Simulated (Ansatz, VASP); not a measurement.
## Mn2Al2Cu in VASP and in Ansatz

```
Mn Al Cu
1.0
     3.62104    0.00000    0.00000
    -1.81052    3.13591    0.00000
     0.00000    0.00000    8.23602
Mn Al Cu
2 2 1
Direct
  0.33333 0.66667 0.00000
  0.66667 0.33333 0.00000
  0.00000 0.00000 0.20667
  0.00000 0.00000 0.79333
  0.00000 0.00000 0.50000
```

Alike in both runs: functional PBE; k mesh 12 × 12 × 6; occupations gaussian, width 0.1 eV; no spin polarisation.

Ansatz relaxed the structure, and its values are those at the end. VASP's run is a single point on that final structure, the one shown.

|  | VASP | Ansatz |
| --- | --- | --- |
| version | VASP 6.6.1 | Ansatz 0.2.0 |
| potentials or method | VASP PAW PBE potentials, release 64 (Mn_pv, Al, Cu), cutoff 520 eV | scalar-relativistic, plane waves, PAW |
| valence electrons in the cell | 43 | 55 |

Ansatz gave:

- gap on the k mesh at the Fermi level (eV): none
- pressure (GPa): 0.0
- rms of the force components (eV/Å): 0.002

Estimate VASP's values.

gap on the k mesh at the Fermi level (eV): none; pressure (GPa): 0.2; rms of the force components (eV/Å): 0.009.

A gap of «none» marks a metal or a gap that the smearing closes. VASP's potentials hold 43 valence electrons a cell and Ansatz's 55, so a difference there can come from the potentials and not from the codes.
